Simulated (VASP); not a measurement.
# SrMg (P4/mmm) in VASP: notebook

Runs on SrMg. Level: LDA. Tasks: single point.

Program: VASP 6.6.1. These are calculated values, not measurements. Logs are shortened: lines on timing, memory, paths and dates and some standing lists are left out, and cuts for length are marked.

## 1. The cell of the first run

It takes space group P4/mmm (No. 123, tetragonal). Conventional cell: a = 4.017 Å, b = 4.017 Å, c = 3.900 Å, α = 90.00°, β = 90.00°, γ = 90.00°. Within 4.5 Å of Sr (site symmetry 4/mmm) lie 8 Mg at 3.45 Å and 6 Sr at 3.90 to 4.02 Å. Mg (site symmetry 4/mmm) has 8 Sr at 3.45 Å and 6 Mg at 3.90 to 4.02 Å within 4.5 Å.

## 2. Single point, LDA (strain +0.030 along x and y, +0.000 along z)

INCAR reads:

```
SYSTEM = SrMg
PREC = Accurate
ENCUT = 520
EDIFF = 1E-6
ISMEAR = 0
SIGMA = 0.15
LREAL = .FALSE.
LASPH = .TRUE.
NELM = 100
ALGO = Fast
ISIF = 2
LWAVE = .FALSE.
LCHARG = .TRUE.
LELF = .TRUE.
LVHAR = .TRUE.
NBANDS = 13
```

KPOINTS reads:

```
Automatic mesh
0
G
  12 12 12
  0 0 0
```

POSCAR reads:

```
SrMg
1.0
    4.0170000000      0.0000000000      0.0000000000
    0.0000000000      4.0170000000      0.0000000000
    0.0000000000      0.0000000000      3.9000000000
Sr Mg
1 1
Direct
    0.5000000000      0.5000000000      0.5000000000
    0.0000000000      0.0000000000      0.0000000000
```

Potentials or basis: VASP PAW LDA potentials, release 64 (Sr_sv, Mg).

Launch:

```
$ cat potpaw_LDA.64/Sr_sv/POTCAR potpaw_LDA.64/Mg/POTCAR > POTCAR
$ mpirun -np 1 vasp_std > vasp.out
```

OUTCAR:

```text
SYSTEM = SrMg
   PREC = Accurate
   ENCUT = 520
   EDIFF = 1E-6
   ISMEAR = 0
   LREAL = .FALSE.
   LASPH = .TRUE.
   NELM = 100
   ISIF = 2

 ion  position               nearest neighbor table
   1  0.500  0.500  0.500-   2 3.45   2 3.45   2 3.45   2 3.45   2 3.45   2 3.45   2 3.45   2 3.45

   2  0.000  0.000  0.000-   1 3.45   1 3.45   1 3.45   1 3.45   1 3.45   1 3.45   1 3.45   1 3.45

  LATTYP: Found a simple tetragonal cell.
 ALAT       =     4.0170000000
 C/A-ratio  =     0.9708737864

  Lattice vectors:

 A1 = (   4.0170000000,   0.0000000000,   0.0000000000)
 A2 = (   0.0000000000,   4.0170000000,   0.0000000000)
 A3 = (   0.0000000000,   0.0000000000,   3.9000000000)

Analysis of symmetry for initial positions (statically):
=====================================================================
 Subroutine PRICEL returns:
 Original cell was already a primitive cell.

 Routine SETGRP: Setting up the symmetry group for a
 simple tetragonal supercell.

 Subroutine GETGRP returns: Found 16 space group operations
 (whereof 16 operations were pure point group operations)
 out of a pool of 16 trial point group operations.

The static configuration has the point symmetry D_4h.

Analysis of symmetry for dynamics (positions and initial velocities):
=====================================================================
 Subroutine PRICEL returns:
 Original cell was already a primitive cell.

 Routine SETGRP: Setting up the symmetry group for a
 simple tetragonal supercell.

 Subroutine GETGRP returns: Found 16 space group operations
 (whereof 16 operations were pure point group operations)
 out of a pool of 16 trial point group operations.

The dynamic configuration has the point symmetry D_4h.

 Subroutine INISYM returns: Found 16 space group operations
 (whereof 16 operations are pure point group operations),
 and found     1 'primitive' translations

----------------------------------------------------------------------------------------

                                     Primitive cell

  volume of cell :      62.9315

  direct lattice vectors                    reciprocal lattice vectors
     4.017000000  0.000000000  0.000000000     0.248941997  0.000000000  0.000000000
     0.000000000  4.017000000  0.000000000     0.000000000  0.248941997  0.000000000
     0.000000000  0.000000000  3.900000000     0.000000000  0.000000000  0.256410256

  length of vectors
     4.017000000  4.017000000  3.900000000     0.248941997  0.248941997  0.256410256

  position of ions in fractional coordinates (direct lattice)
     0.500000000  0.500000000  0.500000000
     0.000000000  0.000000000  0.000000000

  ion indices of the primitive-cell ions
   primitive index   ion index
                 1           1
                 2           2

----------------------------------------------------------------------------------------

 KPOINTS: Automatic mesh

Automatic generation of k-mesh.
 Grid dimensions read from file:
 generate k-points for:   12   12   12

 Generating k-lattice:

  Cartesian coordinates                     Fractional coordinates (reciprocal lattice)
     0.020745166  0.000000000  0.000000000     0.083333333  0.000000000  0.000000000
     0.000000000  0.020745166  0.000000000     0.000000000  0.083333333  0.000000000
     0.000000000  0.000000000  0.021367521     0.000000000  0.000000000  0.083333333

  Length of vectors
     0.020745166  0.020745166  0.021367521

  Shift w.r.t. Gamma in fractional coordinates (k-lattice)
     0.000000000  0.000000000  0.000000000

 Subroutine IBZKPT returns following result:
 ===========================================

 Found    196 irreducible k-points:

 Following reciprocal coordinates:
            Coordinates               Weight
  0.000000  0.000000  0.000000      1.000000
  0.083333  0.000000  0.000000      4.000000
  0.166667  0.000000  0.000000      4.000000
  0.250000  0.000000  0.000000      4.000000
  0.333333  0.000000  0.000000      4.000000
  0.416667  0.000000  0.000000      4.000000
[... 16 lines left out ...]
  0.333333  0.333333  0.000000      4.000000
  0.416667  0.333333  0.000000      8.000000
 [... further k-points ...]
   k-points           NKPTS =    196   k-points in BZ     NKDIM =    196   number of bands    NBANDS=     13
   number of dos      NEDOS =    301   number of ions     NIONS =      2
   total plane-waves  NPLWV =  27000
   dimension x,y,z NGX =    30 NGY =   30 NGZ =   30
   dimension x,y,z NGXF=    60 NGYF=   60 NGZF=   60
   ions per type =               1   1
   NGX,Y,Z   is equivalent  to a cutoff of  12.42, 12.42, 12.79 a.u.
   NGXF,Y,Z  is equivalent  to a cutoff of  24.83, 24.83, 25.58 a.u.
 SYSTEM =  SrMg
   PREC   = accura    normal or accurate (medium, high low for compatibility)
   ISTART =      0    job   : 0-new  1-cont  2-samecut
   ICHARG =      2    charge: 1-file 2-atom 10-const
   ISPIN  =      1    spin polarized calculation?
[... 28 lines left out ...]
  Thomas-Fermi vector in A             =   2.069872
   LORBIT       =      0    0 simple, 1 ext, 2 COOP (PROOUT), +10 PAW based schemes
   GGA     = CA    functional components
   LHFCALC =     F    Hartree Fock is set to
   AEXX    =    0.0000 exact exchange contribution
   IVDW    =     0    specifies the selected vdW correction
   LEPSILON=     F    determine dielectric tensor
   LRPA    =     F    only Hartree local field effects (RPA)
 non-spin polarized calculation
 RMM-DIIS sequential band-by-band and
 Gauss-broadening in eV      SIGMA  =   0.15
  energy-cutoff  :      520.00
  volume of cell :       62.93
 maximum number of plane-waves:      1719
 NGX is ok and might be reduce to    30
   NGX = 15   NGY = 15   NGZ = 15

 number of electron      12.0000000 magnetization

 Free energy of the ion-electron system (eV)
  ---------------------------------------------------
  ext. energy  EPLUGINS =         0.00000000
  ---------------------------------------------------
  free energy    TOTEN  =        -3.89875958 eV

  energy without entropy =       -3.88073736  energy(sigma->0) =       -3.88974847

 E-fermi :   2.3359     XC(G=0):  -8.6490

 val. band max:        2.3348367710   @ k =   0.5000   0.2500   0.3333
 cond. band min:       2.3366478388   @ k =   0.0833   0.0000   0.2500
 fundamental gap:      0.0018110679
 Fermi energy:         2.3359381462

 k-point     1 :       0.0000    0.0000    0.0000
  band No.  band energies     occupation
      1     -33.1703      2.00000
      2     -15.2311      2.00000
      3     -15.2311      2.00000
      4     -15.2087      2.00000
      5      -2.7845      2.00000
      6       2.9832      0.00000
      7       3.0499      0.00000
      8       6.3873      0.00000
      9       6.3873      0.00000
     10       6.8920      0.00000
     11       7.0819      0.00000
     12       7.2941      0.00000
     13       7.2941      0.00000

 k-point     2 :       0.0833    0.0000    0.0000
  band No.  band energies     occupation
      1     -33.1695      2.00000
      2     -15.2471      2.00000
      3     -15.2297      2.00000
      4     -15.2073      2.00000
      5      -2.7028      2.00000
      6       2.9247      0.00000
      7       3.0816      0.00000
      8       6.0495      0.00000
      9       6.2530      0.00000
     10       6.4691      0.00000
     11       7.3164      0.00000
     12       7.4419      0.00000
     13       7.7400      0.00000

 k-point     3 :       0.1667    0.0000    0.0000
  band No.  band energies     occupation
      1     -33.1672      2.00000
      2     -15.2904      2.00000
      3     -15.2259      2.00000
      4     -15.2037      2.00000
      5      -2.4628      2.00000
      6       2.6442      0.00366
      7       3.2079      0.00000
      8       5.5541      0.00000
      9       5.9477      0.00000
     10       6.1374      0.00000
     11       7.3790      0.00000
     12       8.0103      0.00000
     13       8.3380      0.00000
[... 305 lines left out ...]
 k-point    23 :       0.3333    0.3333    0.0000
  band No.  band energies     occupation
      1     -33.1523      2.00000
      2     -15.3847      2.00000
      3     -15.3779      2.00000
      4     -15.1790      2.00000
      5      -0.6691      2.00000
      6       1.7031      2.00000
      7       2.5264      0.07259
      8       4.1571      0.00000
      9       5.5284      0.00000
     10       6.0260      0.00000
     11       7.7199      0.00000
     12       7.9186      0.00000
     13      10.0880      0.00000

 k-point    24 :       0.4167    0.3333    0.0000
  band No.  band energies     occupation
      1     -33.1501      2.00000
      2     -15.4208      2.00000
      3     -15.3752      2.00000
      4     -15.1754      2.00000
      5      -0.3257      2.00000
      6       1.4102      2.00000
      7       2.6550      0.00263
      8       3.8616      0.00000
      9       5.4831      0.00000
     10       5.9947      0.00000
     11       7.9972      0.00000
     12       8.2464      0.00000
     13       9.7385      0.00000

 [... further k-points ...]

------------------------ aborting loop because EDIFF is reached ----------------------------------------

  FORCE on cell =-STRESS in cart. coord.  units (eV):
  Direction    XX          YY          ZZ          XY          YZ          ZX
  --------------------------------------------------------------------------------------
  -------------------------------------------------------------------------------------
  Total        0.5071091      0.5071091      0.6268131      0.0000000      0.0000000      0.0000000
  in kB       12.9105197     12.9105197     15.9580696      0.0000000      0.0000000      0.0000000
  external PRESSURE =      13.9263696 kB  Pullay stress =       0.0000000 kB

 VOLUME and BASIS-vectors are now :
 -----------------------------------------------------------------------------
  energy-cutoff  :      520.00
  volume of cell :       62.93
      direct lattice vectors                 reciprocal lattice vectors
     4.017000000  0.000000000  0.000000000     0.248941997  0.000000000  0.000000000
     0.000000000  4.017000000  0.000000000     0.000000000  0.248941997  0.000000000
     0.000000000  0.000000000  3.900000000     0.000000000  0.000000000  0.256410256

 POSITION                                       TOTAL-FORCE (eV/Angst)
 -----------------------------------------------------------------------------------
      2.00850      2.00850      1.95000         0.000000      0.000000      0.000000
      0.00000      0.00000      0.00000         0.000000      0.000000      0.000000
 -----------------------------------------------------------------------------------
    total drift:                                0.000000      0.000000      0.000000

  FREE ENERGIE OF THE ION-ELECTRON SYSTEM (eV)
  ---------------------------------------------------
  free  energy   TOTEN  =        -3.8987595821 eV

  energy  without entropy=       -3.8807373597  energy(sigma->0) =       -3.88974847
```

Run time: 56 s. Hardware: 1 thread of Intel Xeon 6975P-C (Granite Rapids), shared host; peak memory 0.29 GiB.

What came out:

```yaml
Free_energy: -3.8988 eV
Pressure: 1.4 GPa
Band_gap_on_the_k_mesh: zero (bands 6 and 7 overlap by 1.38 eV)
```

Levels at points of the mesh, in eV from the Fermi level:
```csv
k point,band 3,band 4,band 5,band 6,band 7,band 8,band 9,band 10
"(0.00, 0.00, 0.00)",-17.57,-17.54,-5.12,0.65,0.71,4.05,4.05,4.56
"(0.50, 0.00, 0.00)",-17.55,-17.52,-2.70,-2.43,1.60,2.17,2.55,5.31
"(0.50, 0.50, 0.00)",-17.76,-17.51,-2.41,0.09,0.09,0.27,3.37,3.37
"(0.00, 0.00, 0.50)",-17.54,-17.54,-2.53,-2.34,1.69,2.18,2.18,5.20
"(0.50, 0.00, 0.50)",-17.75,-17.52,-2.30,0.14,0.24,0.38,3.03,3.14
"(0.50, 0.50, 0.50)",-17.72,-17.72,-0.74,-0.74,-0.71,0.94,3.63,3.63
```

Caveat: the cell differs from its parent crystal (strain +0.030 along x and y, +0.000 along z).

## 3. Single point, LDA (strain +0.015 along x and y, +0.030 along z)

INCAR reads:

```
SYSTEM = SrMg
ALGO = Fast
EDIFF = 1E-6
ENCUT = 520
ISIF = 2
ISMEAR = 0
LASPH = .True.
LCHARG = .False.
LREAL = .False.
LWAVE = .False.
NBANDS = 13
NELM = 100
PREC = Accurate
SIGMA = 0.15
```

KPOINTS reads:

```
k-points
0
Gamma
  12 12 12
  0 0 0
```

POSCAR reads:

```
SrMg
1.0
    3.9585000000      0.0000000000      0.0000000000
    0.0000000000      3.9585000000      0.0000000000
    0.0000000000      0.0000000000      4.0170000000
Sr Mg
1 1
Direct
    0.5000000000      0.5000000000      0.5000000000
    0.0000000000      0.0000000000      0.0000000000
```

Potentials or basis: VASP PAW LDA potentials, release 64 (Sr_sv, Mg).

Launch:

```
$ cat potpaw_LDA.64/Sr_sv/POTCAR potpaw_LDA.64/Mg/POTCAR > POTCAR
$ mpirun -np 1 vasp_std > vasp.out
```

Run time: 53 s. Hardware: 1 thread of Intel Xeon 6975P-C (Granite Rapids), shared host; peak memory 0.29 GiB.

Results (log left out):

```
Free energy            : -3.8997 eV
Pressure               : 1.4 GPa
Band gap on the k mesh : zero (bands 6 and 7 overlap by 1.39 eV)
```

Stress tensor (GPa, compression positive):
```
1.43 0.00 0.00
0.00 1.43 0.00
0.00 0.00 1.30
```

Levels at points of the mesh, in eV from the Fermi level:
```
           k point  band 2  band 3  band 4  band 5  band 6  band 7  band 8  band 9  band 10  band 11
(0.00, 0.00, 0.00)  -17.57  -17.56  -17.56   -5.12    0.66    0.70    4.05    4.30     4.30     4.85
(0.50, 0.00, 0.00)  -17.82  -17.54  -17.53   -2.62   -2.39    1.65    2.17    2.36     5.26     5.28
(0.50, 0.50, 0.00)  -17.78  -17.78  -17.52   -2.30    0.19    0.19    0.38    3.09     3.09     6.30
(0.00, 0.00, 0.50)  -17.80  -17.54  -17.54   -2.70   -2.43    1.61    2.35    2.35     5.32     5.32
(0.50, 0.00, 0.50)  -17.78  -17.76  -17.51   -2.36    0.11    0.16    0.32    3.20     3.25     6.32
(0.50, 0.50, 0.50)  -17.75  -17.75  -17.72   -0.74   -0.73   -0.73    0.93    3.63     3.68     3.68
```

Caveat: the cell differs from its parent crystal (strain +0.015 along x and y, +0.030 along z).

## 4. Single point, LDA (strain +0.030 along x and y, +0.015 along z)

INCAR reads:

```
PREC     = Accurate       # precision mode
ENCUT    = 520            # plane-wave cutoff, eV
EDIFF    = 1E-6           # SCF threshold, eV
ISMEAR   = 0              # smearing method
SIGMA    = 0.15           # smearing width, eV
LREAL    = F              # projectors in reciprocal space
LASPH    = T              # aspherical terms in the spheres
NELM     = 80             # most SCF steps
ALGO     = Fast           # electronic algorithm
ISIF     = 2              # what is computed and relaxed
LWAVE    = F              # write WAVECAR
LCHARG   = F              # write CHGCAR
NBANDS   = 13             # bands
```

KPOINTS reads:

```
Automatic mesh
0
Gamma
  12 12 12
```

POSCAR reads:

```
SrMg
1.0
    4.0170000000      0.0000000000      0.0000000000
    0.0000000000      4.0170000000      0.0000000000
    0.0000000000      0.0000000000      3.9585000000
Sr Mg
1 1
Direct
    0.5000000000      0.5000000000      0.5000000000
    0.0000000000      0.0000000000      0.0000000000
```

Launch:

```
$ cat potpaw_LDA.64/Sr_sv/POTCAR potpaw_LDA.64/Mg/POTCAR > POTCAR
$ mpirun -np 1 vasp_std > vasp.out
```

It took 54 s on 1 thread of Intel Xeon 6975P-C (Granite Rapids), shared host; peak memory 0.29 GiB.

It converged, with:

```
Free energy            : -3.9066 eV
Pressure               : 1.0 GPa
Band gap on the k mesh : zero (bands 6 and 7 overlap by 1.38 eV)
```

Stress tensor (GPa, compression positive):
```
0.93 0.00 0.00
0.00 0.93 0.00
0.00 0.00 1.06
```

Levels at points of the mesh, in eV from the Fermi level:
| k point | band 2 | band 3 | band 4 | band 5 | band 6 | band 7 | band 8 | band 9 | band 10 | band 11 |
| --- | --- | --- | --- | --- | --- | --- | --- | --- | --- | --- |
| (0.00, 0.00, 0.00) | -17.59 | -17.59 | -17.58 | -5.09 | 0.68 | 0.71 | 4.07 | 4.07 | 4.32 | 4.77 |
| (0.50, 0.00, 0.00) | -17.82 | -17.57 | -17.56 | -2.68 | -2.40 | 1.62 | 2.22 | 2.40 | 5.25 | 5.28 |
| (0.50, 0.50, 0.00) | -17.79 | -17.79 | -17.54 | -2.36 | 0.10 | 0.10 | 0.30 | 3.25 | 3.25 | 6.28 |
| (0.00, 0.00, 0.50) | -17.84 | -17.57 | -17.57 | -2.59 | -2.36 | 1.66 | 2.22 | 2.22 | 5.19 | 5.26 |
| (0.50, 0.00, 0.50) | -17.81 | -17.78 | -17.55 | -2.30 | 0.13 | 0.17 | 0.35 | 3.09 | 3.14 | 6.28 |
| (0.50, 0.50, 0.50) | -17.78 | -17.75 | -17.75 | -0.72 | -0.72 | -0.70 | 0.88 | 3.59 | 3.59 | 3.63 |

Caveat: the cell differs from its parent crystal (strain +0.030 along x and y, +0.015 along z).

## 5. Single point, LDA (strain -0.030 along x and y, -0.015 along z)

INCAR reads:

```
PREC = Accurate
ENCUT = 520
EDIFF = 1E-6
ISMEAR = 0
SIGMA = 0.15
LREAL = F
LASPH = T
NELM = 60
ALGO = Normal
ISIF = 2
LWAVE = F
LCHARG = F
NBANDS = 13
```

KPOINTS reads:

```
regular mesh
0
Gamma
  12 12 12
```

POSCAR reads:

```
SrMg
1.0
    3.7830000000      0.0000000000      0.0000000000
    0.0000000000      3.7830000000      0.0000000000
    0.0000000000      0.0000000000      3.8415000000
Sr Mg
1 1
Direct
    0.5000000000      0.5000000000      0.5000000000
    0.0000000000      0.0000000000      0.0000000000
```

Launch:

```
$ cat potpaw_LDA.64/Sr_sv/POTCAR potpaw_LDA.64/Mg/POTCAR > POTCAR
$ mpirun -np 1 vasp_std > vasp.out
```

Run time: 34 s. Hardware: 1 thread of Intel Xeon 6975P-C (Granite Rapids), shared host; peak memory 0.27 GiB.

Results (log left out):

```
Free energy            : -3.7189 eV
Pressure               : 6.4 GPa
Band gap on the k mesh : zero (bands 6 and 7 overlap by 1.51 eV)
```

Stress tensor (GPa, compression positive):
```
6.40 0.00 0.00
0.00 6.40 0.00
0.00 0.00 6.25
```

Levels at points of the mesh, in eV from the Fermi level:
| k point | band 2 | band 3 | band 4 | band 5 | band 6 | band 7 | band 8 | band 9 | band 10 | band 11 |
| --- | --- | --- | --- | --- | --- | --- | --- | --- | --- | --- |
| (0.00, 0.00, 0.00) | -17.30 | -17.29 | -17.29 | -5.41 | 0.49 | 0.54 | 4.62 | 4.90 | 4.90 | 5.29 |
| (0.50, 0.00, 0.00) | -17.70 | -17.27 | -17.25 | -2.52 | -2.51 | 1.61 | 2.29 | 2.51 | 5.46 | 5.78 |
| (0.50, 0.50, 0.00) | -17.63 | -17.63 | -17.23 | -2.50 | 0.41 | 0.41 | 0.43 | 3.24 | 3.24 | 7.00 |
| (0.00, 0.00, 0.50) | -17.67 | -17.25 | -17.25 | -2.61 | -2.55 | 1.57 | 2.50 | 2.50 | 5.50 | 5.86 |
| (0.50, 0.00, 0.50) | -17.63 | -17.60 | -17.22 | -2.55 | 0.32 | 0.38 | 0.39 | 3.37 | 3.43 | 7.05 |
| (0.50, 0.50, 0.50) | -17.58 | -17.58 | -17.54 | -0.97 | -0.94 | -0.94 | 1.42 | 4.22 | 4.30 | 4.30 |

Caveat: the cell differs from its parent crystal (strain -0.030 along x and y, -0.015 along z); the cell stands under pressure.

## 6. Overview

```csv
cell,gap on the mesh (eV),pressure (GPa)
"a = 4.017, b = 4.017, c = 3.900 Å, 2 atoms",none,1.4
"a = 3.958, b = 3.958, c = 4.017 Å, 2 atoms",none,1.4
"a = 4.017, b = 4.017, c = 3.958 Å, 2 atoms",none,1.0
"a = 3.783, b = 3.783, c = 3.841 Å, 2 atoms",none,6.4
```

Alike in all rows: task single point; level LDA; potentials or basis VASP PAW LDA potentials, release 64 (Sr_sv, Mg); no spin polarisation; k mesh 12 × 12 × 12; cutoff (eV) 520; smearing gaussian 0.15 eV.

Caveats: the cell stands under pressure (at least some runs).

Absolute energies hang on the potentials; compare differences alone.
